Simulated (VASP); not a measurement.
# NaCl in VASP: a series of runs

NaCl is run at these levels: PBE; tasks: electric field gradients.

Program: VASP 6.6.1. These are calculated values, not measurements. Logs are shortened: lines on timing, memory, paths and dates and some standing lists are left out, and cuts for length are marked.

### Step 1. The cell of the first run

It takes space group P4/mmm (No. 123, tetragonal). The conventional cell has a = 2.860 Å, b = 2.860 Å, c = 2.774 Å, α = 90.00°, β = 90.00°, γ = 90.00°. Within 3.2 Å of Na (site symmetry 4/mmm) lie 8 Cl at 2.45 Å and 6 Na at 2.77 to 2.86 Å. Within 3.2 Å of Cl (site symmetry 4/mmm) lie 8 Na at 2.45 Å and 6 Cl at 2.77 to 2.86 Å.

### Step 2. Electric field gradients, PBE (zz strain of -3 %)

Contents of INCAR:

```
SYSTEM = NaCl
ALGO     = Normal         ! electronic algorithm
EDIFF    = 1E-8           ! SCF threshold, eV
ENCUT    = 520            ! plane-wave cutoff, eV
GGA      = PE             ! functional
ISIF     = 2              ! what is computed and relaxed
ISMEAR   = -1             ! smearing method
LASPH    = .True.         ! aspherical terms in the spheres
LCHARG   = .False.        ! write CHGCAR
LEFG     = .True.       
LREAL    = .False.        ! projectors in reciprocal space
LWAVE    = .False.        ! write WAVECAR
NBANDS   = 14             ! bands
NELM     = 80             ! most SCF steps
PREC     = Accurate       ! precision mode
SIGMA    = 0.02           ! smearing width, eV
```

Contents of KPOINTS:

```
k-points
0
Gamma
  8 8 8
  0 0 0
```

Contents of POSCAR:

```
NaCl
1.0
    2.8600000000      0.0000000000      0.0000000000
    0.0000000000      2.8600000000      0.0000000000
    0.0000000000      0.0000000000      2.7742000000
Na Cl
1 1
Direct
    0.0000000000      0.0000000000      0.0000000000
    0.5000000000      0.5000000000      0.5000000000
```

Potentials or basis: VASP PAW PBE potentials, release 64 (Na_pv, Cl).

Started as:

```
$ cat potpaw_PBE.64/Na_pv/POTCAR potpaw_PBE.64/Cl/POTCAR > POTCAR
$ mpirun -np 1 vasp_std > vasp.out
```

OUTCAR:

```text
SYSTEM = NaCl
   EDIFF = 1E-8
   ENCUT = 520
   GGA = PE
   ISIF = 2
   ISMEAR = -1
   LASPH = .True.
   LREAL = .False.
   NELM = 80
   PREC = Accurate

 ion  position               nearest neighbor table
   1  0.000  0.000  0.000-   2 2.45   2 2.45   2 2.45   2 2.45   2 2.45   2 2.45   2 2.45   2 2.45

   2  0.500  0.500  0.500-   1 2.45   1 2.45   1 2.45   1 2.45   1 2.45   1 2.45   1 2.45   1 2.45

  LATTYP: Found a simple tetragonal cell.
 ALAT       =     2.8600000000
 C/A-ratio  =     0.9700000000

  Lattice vectors:

 A1 = (   2.8600000000,   0.0000000000,   0.0000000000)
 A2 = (   0.0000000000,   2.8600000000,   0.0000000000)
 A3 = (   0.0000000000,   0.0000000000,   2.7742000000)

Analysis of symmetry for initial positions (statically):
=====================================================================
 Subroutine PRICEL returns:
 Original cell was already a primitive cell.

 Routine SETGRP: Setting up the symmetry group for a
 simple tetragonal supercell.

 Subroutine GETGRP returns: Found 16 space group operations
 (whereof 16 operations were pure point group operations)
 out of a pool of 16 trial point group operations.

The static configuration has the point symmetry D_4h.

Analysis of symmetry for dynamics (positions and initial velocities):
=====================================================================
 Subroutine PRICEL returns:
 Original cell was already a primitive cell.

 Routine SETGRP: Setting up the symmetry group for a
 simple tetragonal supercell.

 Subroutine GETGRP returns: Found 16 space group operations
 (whereof 16 operations were pure point group operations)
 out of a pool of 16 trial point group operations.

The dynamic configuration has the point symmetry D_4h.

 Subroutine INISYM returns: Found 16 space group operations
 (whereof 16 operations are pure point group operations),
 and found     1 'primitive' translations

----------------------------------------------------------------------------------------

                                     Primitive cell

  volume of cell :      22.6918

  direct lattice vectors                    reciprocal lattice vectors
     2.860000000  0.000000000  0.000000000     0.349650350  0.000000000  0.000000000
     0.000000000  2.860000000  0.000000000     0.000000000  0.349650350  0.000000000
     0.000000000  0.000000000  2.774200000     0.000000000  0.000000000  0.360464278

  length of vectors
     2.860000000  2.860000000  2.774200000     0.349650350  0.349650350  0.360464278

  position of ions in fractional coordinates (direct lattice)
     0.000000000  0.000000000  0.000000000
     0.500000000  0.500000000  0.500000000

  ion indices of the primitive-cell ions
   primitive index   ion index
                 1           1
                 2           2

----------------------------------------------------------------------------------------

 KPOINTS: k-points

Automatic generation of k-mesh.
 Grid dimensions read from file:
 generate k-points for:    8    8    8

 Generating k-lattice:

  Cartesian coordinates                     Fractional coordinates (reciprocal lattice)
     0.043706294  0.000000000  0.000000000     0.125000000  0.000000000  0.000000000
     0.000000000  0.043706294  0.000000000     0.000000000  0.125000000  0.000000000
     0.000000000  0.000000000  0.045058035     0.000000000  0.000000000  0.125000000

  Length of vectors
     0.043706294  0.043706294  0.045058035

  Shift w.r.t. Gamma in fractional coordinates (k-lattice)
     0.000000000  0.000000000  0.000000000

 Subroutine IBZKPT returns following result:
 ===========================================

 Found     75 irreducible k-points:

 Following reciprocal coordinates:
            Coordinates               Weight
  0.000000  0.000000  0.000000      1.000000
  0.125000  0.000000  0.000000      4.000000
  0.250000  0.000000  0.000000      4.000000
  0.375000  0.000000  0.000000      4.000000
  0.500000  0.000000  0.000000      2.000000
  0.125000  0.125000  0.000000      4.000000
[... 16 lines left out ...]
  0.375000  0.125000  0.125000     16.000000
  0.500000  0.125000  0.125000      8.000000
 [... further k-points ...]
   k-points           NKPTS =     75   k-points in BZ     NKDIM =     75   number of bands    NBANDS=     14
   number of dos      NEDOS =    301   number of ions     NIONS =      2
   total plane-waves  NPLWV =  13824
   dimension x,y,z NGX =    24 NGY =   24 NGZ =   24
   dimension x,y,z NGXF=    48 NGYF=   48 NGZF=   48
   ions per type =               1   1
   NGX,Y,Z   is equivalent  to a cutoff of  13.95, 13.95, 14.38 a.u.
   NGXF,Y,Z  is equivalent  to a cutoff of  27.90, 27.90, 28.76 a.u.
 SYSTEM =  NaCl
   PREC   = accura    normal or accurate (medium, high low for compatibility)
   ISTART =      0    job   : 0-new  1-cont  2-samecut
   ICHARG =      2    charge: 1-file 2-atom 10-const
   ISPIN  =      1    spin polarized calculation?
   LNONCOLLINEAR =      F non collinear calculations
   LSORBIT =      F    spin-orbit coupling
   LASPH  =      T    aspherical Exc in radial PAW
   ENCUT  =  520.0 eV  38.22 Ry    6.18 a.u.   5.32  5.32  5.16*2*pi/ulx,y,z
   NELM   =     80;   NELMIN=  2; NELMDL= -5     # of ELM steps
   EDIFF  = 0.1E-07   stopping-criterion for ELM
   LREAL  =      F    real-space projection
   EDIFFG = 0.1E-06   stopping-criterion for IOM
   NSW    =      0    number of steps for IOM
   IBRION =     -1    ionic relax: 0-MD 1-quasi-New 2-CG
   NFREE  =      0    steps in history (QN), initial steepest desc. (CG)
   ISIF   =      2    stress and relaxation
   ISYM   =      2    0-nonsym 1-usesym 2-fastsym
   POTIM  = 0.5000    time-step for ionic-motion
   TEBEG  =    0.0;   TEEND  =   0.0 temperature during run
   PSTRESS=    0.0 pullay stress
   NELECT =      14.0000    total number of electrons
   NUPDOWN=      -1.0000    fix difference up-down
   EMIN   =  10.00;   EMAX   =-10.00  energy-range for DOS
   EFERMI =   0.00;   METHOD = LEGACY
   ISMEAR =    -1;   SIGMA  =   0.02  broadening in eV -4-tet -1-fermi 0-gaus
   EFERMI_NEDOS =   21; number of points for ismear=-14 and -15
   IALGO  =     38    algorithm
   IMIX   =      4    mixing-type and parameters
     AMIX     =   0.40;   BMIX     =  1.00
     AMIX_MAG =   1.60;   BMIX_MAG =  1.00
  volume/ion in A,a.u.               =      11.35        76.57
  Fermi-wavevector in a.u.,A,eV,Ry     =   1.393673  2.633660 26.426930  1.942325
  Thomas-Fermi vector in A             =   2.517296
   LORBIT       =      0    0 simple, 1 ext, 2 COOP (PROOUT), +10 PAW based schemes
   GGA     = PE    functional components
   LHFCALC =     F    Hartree Fock is set to
   AEXX    =    0.0000 exact exchange contribution
   IVDW    =     0    specifies the selected vdW correction
   LEPSILON=     F    determine dielectric tensor
   LRPA    =     F    only Hartree local field effects (RPA)
 non-spin polarized calculation
  energy-cutoff  :      520.00
  volume of cell :       22.69
 maximum number of plane-waves:       630
 NGX is ok and might be reduce to    24
   NGX = 11   NGY = 11   NGZ = 11

 number of electron      14.0000003 magnetization

 Free energy of the ion-electron system (eV)
  ---------------------------------------------------
  ext. energy  EPLUGINS =         0.00000000
  ---------------------------------------------------
  free energy    TOTEN  =        -3.88388629 eV

  energy without entropy =       -3.88388629  energy(sigma->0) =       -3.88388629

 E-fermi :   8.0414     XC(G=0): -11.5333

 val. band max:        7.5458020824   @ k =   0.5000   0.5000   0.0000
 cond. band min:      11.5448752297   @ k =   0.5000   0.5000   0.0000
 fundamental gap:      3.9990731473
 Fermi energy:         8.0414017314

 k-point     1 :       0.0000    0.0000    0.0000
  band No.  band energies     occupation
      1     -15.5660      2.00000
      2     -15.5660      2.00000
      3     -15.5397      2.00000
      4      -9.9895      2.00000
      5       5.7681      2.00000
      6       5.7681      2.00000
      7       6.3415      2.00000
      8      13.5802      0.00000
      9      13.8549      0.00000
     10      15.0997      0.00000
     11      24.7162      0.00000
     12      25.4289      0.00000
     13      25.4289      0.00000
     14      29.9790      0.00000

 k-point     2 :       0.1250    0.0000    0.0000
  band No.  band energies     occupation
      1     -15.6410      2.00000
      2     -15.5603      2.00000
      3     -15.5346      2.00000
      4      -9.7756      2.00000
      5       4.5985      2.00000
      6       5.8271      2.00000
      7       6.4018      2.00000
      8      13.9740      0.00000
      9      14.7324      0.00000
     10      15.8839      0.00000
     11      23.5216      0.00000
     12      24.2737      0.00000
     13      25.5996      0.00000
     14      28.1950      0.00000

 k-point     3 :       0.2500    0.0000    0.0000
  band No.  band energies     occupation
      1     -15.8114      2.00000
      2     -15.5465      2.00000
      3     -15.5223      2.00000
      4      -9.2225      2.00000
      5       2.5063      2.00000
      6       5.9758      2.00000
      7       6.5537      2.00000
      8      14.6818      0.00000
      9      15.6335      0.00000
     10      18.7310      0.00000
     11      21.6360      0.00000
     12      22.4178      0.00000
     13      25.0016      0.00000
     14      26.0589      0.00000
[... 324 lines left out ...]
 k-point    23 :       0.3750    0.1250    0.1250
  band No.  band energies     occupation
      1     -15.9191      2.00000
      2     -15.5787      2.00000
      3     -15.5567      2.00000
      4      -8.3456      2.00000
      5       1.1513      2.00000
      6       5.2960      2.00000
      7       5.7335      2.00000
      8      16.9256      0.00000
      9      17.6253      0.00000
     10      18.0911      0.00000
     11      18.8053      0.00000
     12      23.2005      0.00000
     13      23.5389      0.00000
     14      25.9315      0.00000

 k-point    24 :       0.5000    0.1250    0.1250
  band No.  band energies     occupation
      1     -15.9738      2.00000
      2     -15.5702      2.00000
      3     -15.5505      2.00000
      4      -8.0855      2.00000
      5       0.5097      2.00000
      6       5.4025      2.00000
      7       5.8588      2.00000
      8      17.1149      0.00000
      9      17.5981      0.00000
     10      17.8264      0.00000
     11      18.5685      0.00000
     12      23.3250      0.00000
     13      24.2499      0.00000
     14      25.3150      0.00000

 [... further k-points ...]
[... 5 lines left out ...]
  --------------------------------------------------------------------------------------
  -------------------------------------------------------------------------------------
  Total        9.9925054      9.9925054     11.2234555      0.0000000     -0.0000000      0.0000000
  in kB      705.5294409    705.5294409    792.4417332      0.0000000     -0.0000000      0.0000000
  external PRESSURE =     734.5002050 kB  Pullay stress =       0.0000000 kB

 VOLUME and BASIS-vectors are now :
 -----------------------------------------------------------------------------
  energy-cutoff  :      520.00
  volume of cell :       22.69
      direct lattice vectors                 reciprocal lattice vectors
     2.860000000  0.000000000  0.000000000     0.349650350  0.000000000  0.000000000
     0.000000000  2.860000000  0.000000000     0.000000000  0.349650350  0.000000000
     0.000000000  0.000000000  2.774200000     0.000000000  0.000000000  0.360464278

 POSITION                                       TOTAL-FORCE (eV/Angst)
 -----------------------------------------------------------------------------------
      0.00000      0.00000      0.00000         0.000000      0.000000      0.000000
      1.43000      1.43000      1.38710         0.000000      0.000000      0.000000
 -----------------------------------------------------------------------------------
    total drift:                                0.000000     -0.000000     -0.000000

  FREE ENERGIE OF THE ION-ELECTRON SYSTEM (eV)
  ---------------------------------------------------
  free  energy   TOTEN  =        -3.8838862927 eV

  energy  without entropy=       -3.8838862927  energy(sigma->0) =       -3.88388629

 Electric field gradients (V/A^2)
---------------------------------------------------------------------
 ion       V_xx      V_yy      V_zz      V_xy      V_xz      V_yz
---------------------------------------------------------------------
   1      -1.064    -1.064     2.128    -0.000     0.000     0.000
   2       8.704     8.704   -17.408    -0.000    -0.000     0.000
---------------------------------------------------------------------

 Electric field gradients after diagonalization (V/A^2)
 (convention: |V_zz| > |V_xx| > |V_yy|)
----------------------------------------------------------------------
 ion       V_xx      V_yy      V_zz     asymmetry (V_yy - V_xx)/ V_zz
----------------------------------------------------------------------
   1      -1.064    -1.064     2.128       0.000
   2       8.704     8.704   -17.408       0.000
----------------------------------------------------------------------

           NMR quadrupolar parameters

 Cq : quadrupolar parameter    Cq=e*Q*V_zz/h
 eta: asymmetry parameters     (V_yy - V_xx)/ V_zz
 Q  : nuclear electric quadrupole moment in mb (millibarn)
----------------------------------------------------------------------
 ion       Cq(MHz)       eta       Q (mb)
----------------------------------------------------------------------
   1       0.005       0.000       1.000
   2      -0.042       0.000       1.000
----------------------------------------------------------------------
```

Wall time 33 s (1 thread of Intel Xeon 8259CL, shared host); peak memory 0.15 GiB.

Results:

```yaml
Free_energy: -3.8839 eV
Pressure: 73.5 GPa
Band_gap_on_the_k_mesh: 4.00 eV, direct
```

Stress tensor (GPa, compression positive):
```
70.55  0.00  0.00
 0.00 70.55  0.00
 0.00  0.00 79.24
```

Levels at points of the mesh, in eV from the valence-band top:
```
           k point  band 5  band 6  band 7  band 8  band 9  band 10
(0.00, 0.00, 0.00)   -1.78   -1.78   -1.20    6.03    6.31     7.55
(0.50, 0.00, 0.00)   -7.43   -1.34   -0.76    8.69    9.39    12.24
(0.50, 0.50, 0.00)   -5.86   -5.86    0.00    4.00   10.75    12.98
(0.00, 0.00, 0.50)   -7.49   -1.19   -1.19    8.89    9.11    12.22
(0.50, 0.00, 0.50)   -5.96   -5.68   -0.40    4.02   10.37    12.19
(0.50, 0.50, 0.50)   -5.45   -5.18   -5.18    5.91    5.91     6.11
```

Electric field gradients, principal values (V/Å²):
| atom | least | middle | greatest (by size) |
| --- | --- | --- | --- |
| 1 Na | -1.064 | -1.064 | 2.128 |
| 2 Cl | 8.704 | 8.704 | -17.408 |

Caveat: the cell differs from its parent crystal (zz strain of -3 %); without QUAD_EFG the Cq values of the log hold for a quadrupole moment of 1 mb, not for the nuclei. A k mesh can miss the band edges.

[end of part 1 of 3]
